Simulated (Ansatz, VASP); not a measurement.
# Two plane-wave programs on Na3Cl

File INCAR:

```
SYSTEM = Na3Cl
ALGO = Normal
EDIFF = 1E-7
ENCUT = 520
GGA = PS
ISIF = 2
ISMEAR = -1
LASPH = .TRUE.
LCHARG = .FALSE.
LREAL = .FALSE.
LWAVE = .FALSE.
NBANDS = 22
NELM = 60
PREC = Accurate
SIGMA = 0.15
```

Contents of KPOINTS:

```
k-points
0
G
  7 7 3
  0 0 0
```

Contents of POSCAR:

```
Na3Cl
1.0
    3.4864200000      0.0000000000      0.0000000000
    0.0000000000      3.4864200000      0.0000000000
    0.0000000000      0.0000000000      9.4869700000
Na Cl
3 1
Direct
    0.0000000000      0.0000000000      0.5000000000
    0.5000000000      0.5000000000      0.8256700000
    0.5000000000      0.5000000000      0.1743300000
    0.0000000000      0.0000000000      0.0000000000
```

Input for Ansatz:

```yaml
crystal:
  lattice:
    - [3.48642, 0.0, 0.0]
    - [0.0, 3.48642, 0.0]
    - [0.0, 0.0, 9.48697]
  atoms:
    - { symbol: Na, position: [0.0, 0.0, 0.5] }
    - { symbol: Na, position: [0.5, 0.5, 0.82567] }
    - { symbol: Na, position: [0.5, 0.5, 0.17433] }
    - { symbol: Cl, position: [0.0, 0.0, 0.0] }
basis:
  ecutwfc: 420.0
kpoints:
  mp_grid:
    grid: [7, 7, 3]
    shift: [0.0, 0.0, 0.0]
hamiltonian:
  xc: pbesol
  pseudopotentials:
    kind: paw
scf:
  occupations:
    method: fermi_dirac
    width: 0.15
output:
  forces: true
  stress: true
```

Alike in both runs: task single point; functional PBEsol; k mesh 7 × 7 × 3; occupations fermi-dirac, width 0.15 eV; no spin polarisation.

|  | VASP | Ansatz |
| --- | --- | --- |
| version | VASP 6.6.1 | Ansatz 0.2.0 |
| potentials or method | VASP PAW PBE potentials, release 64 (Na_pv, Cl), cutoff 520 eV | plane waves, PAW |
| valence electrons in the cell | 28 | 34 |

|  | VASP | Ansatz | Ansatz less VASP |
| --- | --- | --- | --- |
| pressure (GPa) | 0.1 | 0.1 | 0.00 |
| traceless stress, the component that is largest in VASP (GPa) | -0.19 | -0.18 | +0.003 |
| rms of the force components (eV/Å) | 0.030 | 0.029 | -0.0015 |

VASP's potentials were made for PBE, not for PBEsol. Atom by atom the forces differ by 0.001 eV/Å (rms over components). VASP's potentials hold 28 valence electrons a cell and Ansatz's 34, so a difference there can come from the potentials and not from the codes.
